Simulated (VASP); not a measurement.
Set up this calculation in VASP 6.6.1, as the native input.

| Item | Value |
| --- | --- |
| Task | single point |
| Functional | PBE0 |
| Potentials or basis | VASP PAW PBE potentials, release 64 (Te, Sn_d) |
| Cutoff | 520 eV |
| k mesh | 4 × 4 × 4 |
| Occupations | fermi-dirac, width 0.05 eV |
| Spin | no spin polarisation |
| Dipole correction | no |
| Grid for exact exchange (PRECFOCK) | Normal |
| Further INCAR settings | ALGO = Normal; EDIFF = 1e-06; NBANDS = 17 |
| Share of exact exchange | 0.25 |

SnTe:

```
CELL_PARAMETERS angstrom
3.88779 0.00000 0.00000
0.00000 3.88779 0.00000
0.00000 0.00000 3.88779
ATOMIC_POSITIONS crystal
Te 0.50000 0.50000 0.50000
Sn 0.00000 0.00000 0.00000
```

One way to write it, as run:

POSCAR

```
SnTe
1.0
    3.8877892906      0.0000000000      0.0000000000
    0.0000000000      3.8877892906      0.0000000000
    0.0000000000      0.0000000000      3.8877892906
Te Sn
1 1
Direct
    0.5000000000      0.5000000000      0.5000000000
    0.0000000000      0.0000000000      0.0000000000
```

INCAR.step1

```
SYSTEM = SnTe
PREC = Accurate
ENCUT = 520
EDIFF = 1E-5
ISMEAR = -1
SIGMA = 0.05
LREAL = .FALSE.
LASPH = .TRUE.
NELM = 100
ALGO = Normal
ISIF = 2
LWAVE = .TRUE.
GGA = PE
NBANDS = 17
```

INCAR.step2

```
SYSTEM = SnTe
PREC = Accurate
ENCUT = 520
EDIFF = 1E-6
ISMEAR = -1
SIGMA = 0.05
LREAL = .FALSE.
LASPH = .TRUE.
NELM = 100
ALGO = Normal
ISIF = 2
LWAVE = .FALSE.
LCHARG = .TRUE.
GGA = PE
LHFCALC = .TRUE.
AEXX = 0.25
PRECFOCK = Normal
LELF = .TRUE.
LVHAR = .TRUE.
ISTART = 1
NBANDS = 17
```

KPOINTS

```
regular mesh
0
G
  4 4 4
  0 0 0
```

Potentials or basis: VASP PAW PBE potentials, release 64 (Te, Sn_d).

Launch:

```bash
$ cat potpaw_PBE.64/Te/POTCAR potpaw_PBE.64/Sn_d/POTCAR > POTCAR
$ cp INCAR.step1 INCAR
$ mpirun -np 1 vasp_std > vasp.out
$ cp INCAR.step2 INCAR
$ mpirun -np 1 vasp_std > vasp.out
```

Results of the run:

- Pressure: -0.3 GPa
- Band gap on the k mesh: zero (bands 10 and 11 overlap by 2.19 eV)

Caveat: the k points lie up to 0.40 Å⁻¹ apart, too coarse for converged energies and pressures of a metal; the PAW data sets were made with another functional, which shifts forces and pressure a little; spin-orbit coupling is left out, which moves the levels of the heavy elements.

Run time: 14 min on 1 thread of Intel(R) Xeon(R) Platinum 8259CL CPU @ 2.50GHz (Skylake/Cascade Lake) (shared host), peak memory 0.18 GiB.
